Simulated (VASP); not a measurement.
# PmZr (P-6m2) in VASP: single point with PBE

Aim: the single point of PmZr with PBE.

Everything below comes from runs of VASP 6.6.1. Logs are shortened: lines on timing, memory, paths and dates and some standing lists are left out, and cuts for length are marked.

### Step 1. The cell of the first run

It takes space group P-6m2 (No. 187, hexagonal). Conventional cell: a = 3.435 Å, b = 3.435 Å, c = 5.568 Å, α = 90.00°, β = 90.00°, γ = 120.00°. Within 4.5 Å of Pm (site symmetry -6m2) lie 6 Zr at 3.42 Å and 6 Pm at 3.44 Å. Zr (site symmetry -6m2) has 6 Pm at 3.42 Å and 6 Zr at 3.44 Å within 4.5 Å.

### Step 2. Single point, PBE, collinear spin, ferromagnetic start

INCAR

```
ALGO = Normal ; EDIFF = 1E-6
ENCUT = 600 ; GGA = PE
GGA_COMPAT = F ; ISIF = 2
ISMEAR = -1 ; ISPIN = 2
LASPH = T ; LCHARG = F
LMAXMIX = 6 ; LORBIT = 11
LREAL = F ; LWAVE = F
MAGMOM = 4 0 ; NBANDS = 24
NELM = 200 ; PREC = Accurate
SIGMA = 0.05
```

KPOINTS

```
k-points
0
Gamma
  7 7 4
```

POSCAR

```
PmZr
1.0
    3.4351109993      0.0000000000      0.0000000000
   -1.7175554996      2.9748933902      0.0000000000
    0.0000000000      0.0000000000      5.5680240000
Pm Zr
1 1
Direct
    0.0000000000      0.0000000000      0.5000000000
    0.6666666667      0.3333333333      0.0000000000
```

Potentials or basis: VASP PAW PBE potentials, release 64 (Pm, Zr_sv).

The run is started by

```
> cat potpaw_PBE.64/Pm/POTCAR potpaw_PBE.64/Zr_sv/POTCAR > POTCAR
> mpirun -np 1 vasp_std > vasp.out
```

OUTCAR:

```text
EDIFF = 1E-6
   ENCUT = 600
   GGA = PE
   ISIF = 2
   ISMEAR = -1
   ISPIN = 2
   LASPH = T
   LORBIT = 11
   LREAL = F
   NELM = 200
   PREC = Accurate

 ion  position               nearest neighbor table
   1  0.000  0.000  0.500-   2 3.42   2 3.42   2 3.42   2 3.42   2 3.42   2 3.42
   2  0.667  0.333  0.000-   1 3.42   1 3.42   1 3.42   1 3.42   1 3.42   1 3.42

  LATTYP: Found a hexagonal cell.
 ALAT       =     3.4351109993
 C/A-ratio  =     1.6209153070

  Lattice vectors:

 A1 = (   3.4351109993,   0.0000000000,   0.0000000000)
 A2 = (  -1.7175554996,   2.9748933902,   0.0000000000)
 A3 = (   0.0000000000,   0.0000000000,   5.5680240000)

Analysis of symmetry for initial positions (statically):
=====================================================================
 Subroutine PRICEL returns:
 Original cell was already a primitive cell.

 Routine SETGRP: Setting up the symmetry group for a
 hexagonal supercell.

 Subroutine GETGRP returns: Found 12 space group operations
 (whereof 12 operations were pure point group operations)
 out of a pool of 24 trial point group operations.

The static configuration has the point symmetry D_3h.

Analysis of symmetry for dynamics (positions and initial velocities):
=====================================================================
 Subroutine PRICEL returns:
 Original cell was already a primitive cell.

 Routine SETGRP: Setting up the symmetry group for a
 hexagonal supercell.

 Subroutine GETGRP returns: Found 12 space group operations
 (whereof 12 operations were pure point group operations)
 out of a pool of 24 trial point group operations.

The dynamic configuration has the point symmetry D_3h.

Analysis of structural, dynamic, and magnetic symmetry:
=====================================================================
 Subroutine PRICEL returns:
 Original cell was already a primitive cell.

 Routine SETGRP: Setting up the symmetry group for a
 hexagonal supercell.

 Subroutine GETGRP returns: Found 12 space group operations
 (whereof 12 operations were pure point group operations)
 out of a pool of 24 trial point group operations.

The overall configuration has the point symmetry D_3h.

 Subroutine INISYM returns: Found 12 space group operations
 (whereof 12 operations are pure point group operations),
 and found     1 'primitive' translations

----------------------------------------------------------------------------------------

                                     Primitive cell

  volume of cell :      56.9001

  direct lattice vectors                    reciprocal lattice vectors
     3.435110999  0.000000000  0.000000000     0.291111408  0.168073250  0.000000000
    -1.717555500  2.974893390  0.000000000     0.000000000  0.336146500  0.000000000
     0.000000000  0.000000000  5.568024000     0.000000000  0.000000000  0.179596927

  length of vectors
     3.435110999  3.435110999  5.568024000     0.336146500  0.336146500  0.179596927

  position of ions in fractional coordinates (direct lattice)
     0.000000000  0.000000000  0.500000000
     0.666666667  0.333333333  0.000000000

  ion indices of the primitive-cell ions
   primitive index   ion index
                 1           1
                 2           2

----------------------------------------------------------------------------------------

 KPOINTS: k-points

Automatic generation of k-mesh.
 Grid dimensions read from file:
 generate k-points for:    7    7    4

 Generating k-lattice:

  Cartesian coordinates                     Fractional coordinates (reciprocal lattice)
     0.041587344  0.024010464  0.000000000     0.142857143  0.000000000  0.000000000
     0.000000000  0.048020929  0.000000000     0.000000000  0.142857143  0.000000000
     0.000000000  0.000000000  0.044899232     0.000000000  0.000000000  0.250000000

  Length of vectors
     0.048020929  0.048020929  0.044899232

  Shift w.r.t. Gamma in fractional coordinates (k-lattice)
     0.000000000  0.000000000  0.000000000

 Subroutine IBZKPT returns following result:
 ===========================================

 Found     24 irreducible k-points:

 Following reciprocal coordinates:
            Coordinates               Weight
  0.000000  0.000000  0.000000      1.000000
  0.142857  0.000000  0.000000      6.000000
  0.285714  0.000000  0.000000      6.000000
  0.428571  0.000000  0.000000      6.000000
  0.142857  0.142857  0.000000      6.000000
  0.285714  0.142857  0.000000     12.000000
[... 16 lines left out ...]
  0.428571  0.142857  0.500000      6.000000
  0.285714  0.285714  0.500000      6.000000
   k-points           NKPTS =     24   k-points in BZ     NKDIM =     24   number of bands    NBANDS=     24
   number of dos      NEDOS =    301   number of ions     NIONS =      2
   total plane-waves  NPLWV =  37632
   dimension x,y,z NGX =    28 NGY =   28 NGZ =   48
   dimension x,y,z NGXF=    56 NGYF=   56 NGZF=   96
   ions per type =               1   1
   NGX,Y,Z   is equivalent  to a cutoff of  13.55, 13.55, 14.33 a.u.
   NGXF,Y,Z  is equivalent  to a cutoff of  27.10, 27.10, 28.66 a.u.
 SYSTEM =  unknown system
   PREC   = accura    normal or accurate (medium, high low for compatibility)
   ISTART =      0    job   : 0-new  1-cont  2-samecut
   ICHARG =      2    charge: 1-file 2-atom 10-const
   ISPIN  =      2    spin polarized calculation?
   LNONCOLLINEAR =      F non collinear calculations
   LSORBIT =      F    spin-orbit coupling
   LASPH  =      T    aspherical Exc in radial PAW
   ENCUT  =  600.0 eV  44.10 Ry    6.64 a.u.   6.86  6.86 11.12*2*pi/ulx,y,z
   NELM   =    200;   NELMIN=  2; NELMDL= -5     # of ELM steps
   EDIFF  = 0.1E-05   stopping-criterion for ELM
   LREAL  =      F    real-space projection
[... 7 lines left out ...]
   TEBEG  =    0.0;   TEEND  =   0.0 temperature during run
   PSTRESS=    0.0 pullay stress
   NELECT =      27.0000    total number of electrons
   NUPDOWN=      -1.0000    fix difference up-down
   EMIN   =  10.00;   EMAX   =-10.00  energy-range for DOS
   EFERMI =   0.00;   METHOD = LEGACY
   ISMEAR =    -1;   SIGMA  =   0.05  broadening in eV -4-tet -1-fermi 0-gaus
   EFERMI_NEDOS =   21; number of points for ismear=-14 and -15
   IALGO  =     38    algorithm
   IMIX   =      4    mixing-type and parameters
     AMIX     =   0.40;   BMIX     =  1.00
     AMIX_MAG =   1.60;   BMIX_MAG =  1.00
  volume/ion in A,a.u.               =      28.45       191.99
  Fermi-wavevector in a.u.,A,eV,Ry     =   1.276904  2.412999 22.184087  1.630484
  Thomas-Fermi vector in A             =   2.409534
   LORBIT       =     11    0 simple, 1 ext, 2 COOP (PROOUT), +10 PAW based schemes
   GGA     = PE    functional components
   LHFCALC =     F    Hartree Fock is set to
   AEXX    =    0.0000 exact exchange contribution
   IVDW    =     0    specifies the selected vdW correction
   LEPSILON=     F    determine dielectric tensor
   LRPA    =     F    only Hartree local field effects (RPA)
 spin polarized calculation
  energy-cutoff  :      600.00
  volume of cell :       56.90
 maximum number of plane-waves:      1915
 NGX is ok and might be reduce to    28
   NGX = 13   NGY = 13   NGZ = 23

 number of electron      27.0000003 magnetization       5.1278212

 Free energy of the ion-electron system (eV)
  ---------------------------------------------------
  ext. energy  EPLUGINS =         0.00000000
  ---------------------------------------------------
  free energy    TOTEN  =       -15.92854195 eV

  energy without entropy =      -15.87505338  energy(sigma->0) =      -15.90179766

 E-fermi :   7.0738     XC(G=0): -10.4353

 val. band max:        7.0659858979   @ k =   0.1429   0.1429   0.2500
 cond. band min:       7.0884675767   @ k =   0.2857   0.0000   0.2500
 fundamental gap:      0.0224816788
 Fermi energy:         7.0737561895

 spin component 1

 k-point     1 :       0.0000    0.0000    0.0000
  band No.  band energies     occupation
      1     -41.9665      1.00000
      2     -31.4118      1.00000
      3     -20.0634      1.00000
      4     -19.7354      1.00000
      5     -19.7354      1.00000
      6     -11.7855      1.00000
[... 16 lines left out ...]
     23       9.4168      0.00000
     24       9.4697      0.00000

 k-point     2 :       0.1429    0.0000    0.0000
  band No.  band energies     occupation
      1     -41.9594      1.00000
      2     -31.3829      1.00000
      3     -20.0510      1.00000
      4     -19.8060      1.00000
      5     -19.7521      1.00000
      6     -11.7511      1.00000
[... 586 lines left out ...]
 k-point    24 :       0.2857    0.2857    0.5000
  band No.  band energies     occupation
      1     -41.9252      1.00000
      2     -31.2418      1.00000
      3     -20.0333      1.00000
      4     -19.9956      1.00000
      5     -19.9375      1.00000
      6     -12.2575      1.00000
[... 16 lines left out ...]
     23       9.7150      0.00000
     24      11.3877      0.00000
 Fermi energy:         7.0737561895

 spin component 2

 k-point     1 :       0.0000    0.0000    0.0000
  band No.  band energies     occupation
      1     -41.9527      1.00000
      2     -29.2889      1.00000
      3     -20.0277      1.00000
      4     -19.7302      1.00000
      5     -19.7302      1.00000
      6     -10.2854      1.00000
[... 16 lines left out ...]
     23      10.6161      0.00000
     24      10.6161      0.00000

 k-point     2 :       0.1429    0.0000    0.0000
  band No.  band energies     occupation
      1     -41.9456      1.00000
      2     -29.2569      1.00000
      3     -20.0158      1.00000
      4     -19.8009      1.00000
      5     -19.7469      1.00000
      6     -10.2460      1.00000
[... 586 lines left out ...]
 k-point    24 :       0.2857    0.2857    0.5000
  band No.  band energies     occupation
      1     -41.9112      1.00000
      2     -29.0999      1.00000
      3     -20.0285      1.00000
      4     -19.9617      1.00000
      5     -19.9329      1.00000
      6     -10.6873      1.00000
[... 16 lines left out ...]
     23      11.1586      0.00000
     24      11.5465      0.00000

------------------------ aborting loop because EDIFF is reached ----------------------------------------

  FORCE on cell =-STRESS in cart. coord.  units (eV):
  Direction    XX          YY          ZZ          XY          YZ          ZX
  --------------------------------------------------------------------------------------
  -------------------------------------------------------------------------------------
  Total       -1.2159864     -1.2159864     -0.3885966     -0.0000000     -0.0000000      0.0000000
  in kB      -34.2393907    -34.2393907    -10.9419906     -0.0000000     -0.0000000      0.0000000
  external PRESSURE =     -26.4735907 kB  Pullay stress =       0.0000000 kB

 VOLUME and BASIS-vectors are now :
 -----------------------------------------------------------------------------
  energy-cutoff  :      600.00
  volume of cell :       56.90
      direct lattice vectors                 reciprocal lattice vectors
     3.435110999  0.000000000  0.000000000     0.291111408  0.168073250  0.000000000
    -1.717555500  2.974893390  0.000000000     0.000000000  0.336146500  0.000000000
     0.000000000  0.000000000  5.568024000     0.000000000  0.000000000  0.179596927

 POSITION                                       TOTAL-FORCE (eV/Angst)
 -----------------------------------------------------------------------------------
      0.00000      0.00000      2.78401         0.000000      0.000000      0.000000
      1.71756      0.99163      0.00000         0.000000     -0.000000      0.000000
 -----------------------------------------------------------------------------------
    total drift:                               -0.000000      0.000000      0.000000

  FREE ENERGIE OF THE ION-ELECTRON SYSTEM (eV)
  ---------------------------------------------------
  free  energy   TOTEN  =       -15.9285419463 eV

  energy  without entropy=      -15.8750533781  energy(sigma->0) =      -15.90179766

 total charge

# of ion       s       p       d       f       tot
--------------------------------------------------
    1        2.052   5.488   0.582   4.334  12.457
    2        2.222   5.939   1.535   0.000   9.696
--------------------------------------------------
tot          4.275  11.427   2.117   4.334  22.153

 magnetization (x)

# of ion       s       p       d       f       tot
--------------------------------------------------
    1       -0.001   0.032   0.183   4.289   4.503
    2        0.000   0.009   0.014   0.000   0.023
--------------------------------------------------
tot         -0.001   0.041   0.197   4.289   4.526
```

Wall time 2.3 min (1 thread of AMD EPYC 7R43 (Zen 3), shared host); peak memory 0.23 GiB.

Results:

```
Free energy                                           : -15.9285 eV
Pressure                                              : -2.6 GPa
Net moment                                            : 5.13 μB per cell
Site moments                                          : Pm +4.50; Zr +0.02 μB
Valence electrons inside the program's atomic spheres : Pm 12.46; Zr 9.70
```

Stress tensor (GPa, compression positive):
```
-3.42  0.00  0.00
 0.00 -3.42  0.00
 0.00  0.00 -1.09
```

Caveat: the magnetic or orbital state may not be the lowest; spin-orbit coupling is left out, which moves the levels of the heavy elements; semilocal functionals describe open f shells poorly, which spoils levels, moments and volumes. The state reached can hang on the start; a lower one may exist.
